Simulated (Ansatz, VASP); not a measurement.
## Two plane-wave programs on Re

```
Re
1.0
     2.60290    0.00000    0.00000
    -1.30145    2.25418    0.00000
     0.00000    0.00000    4.16200
Re
2
Direct
  0.33333 0.66667 0.25000
  0.66667 0.33333 0.75000
```

Alike in both runs: task electric field gradients; functional PBE; k mesh 14 × 14 × 8; occupations fermi-dirac, width 0.05 eV; no spin polarisation.

|  | VASP | Ansatz |
| --- | --- | --- |
| version | VASP 6.6.1 | Ansatz 0.2.0 |
| potentials or method | VASP PAW PBE potentials, release 64 (Re) | PAW with Ansatz's default frozen-core files, scalar-relativistic |
| plane-wave cutoff (eV) | 520 | 420 |
| valence electrons in the cell | 14 | 30 |

```csv
,VASP,Ansatz,Ansatz less VASP
size of Vzz on the site where it differs most (V/Å²),106.7,85.3,-21.40
```

VASP's potentials hold 14 valence electrons a cell and Ansatz's 30, so a difference there can come from the potentials and not from the codes.

Neither program's run includes spin-orbit coupling.
